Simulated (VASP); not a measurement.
Here is a VASP 6.6.1 calculation.

File INCAR:

```
SYSTEM = Rh
  PREC = Accurate
  ENCUT = 520
  EDIFF = 1E-6
  ISMEAR = 0
  SIGMA = 0.05
  LREAL = .False.
  LASPH = .True.
  NELM = 80
  ALGO = Normal
  ISIF = 2
  LWAVE = .False.
  LCHARG = .False.
  GGA = PE
  NBANDS = 14
```

Contents of KPOINTS:

```
Automatic mesh
0
Gamma
  8 8 8
  0 0 0
```

File POSCAR:

```
Rh
1.0
    0.0000000000      1.9298298557      1.9298298557
    1.9298298557      0.0000000000      1.9298298557
    1.9298298557      1.9298298557      0.0000000000
Rh
1
Direct
    0.0000000000      0.0000000000      0.0000000000
```

Potentials or basis: VASP PAW PBE potentials, release 64 (Rh_pv).

Command:

```sh
$ cat potpaw_PBE.64/Rh_pv/POTCAR > POTCAR
$ mpirun -np 1 vasp_std > vasp.out
```

(1) Predict the pressure.

Answers

(1) -4.9 GPa.
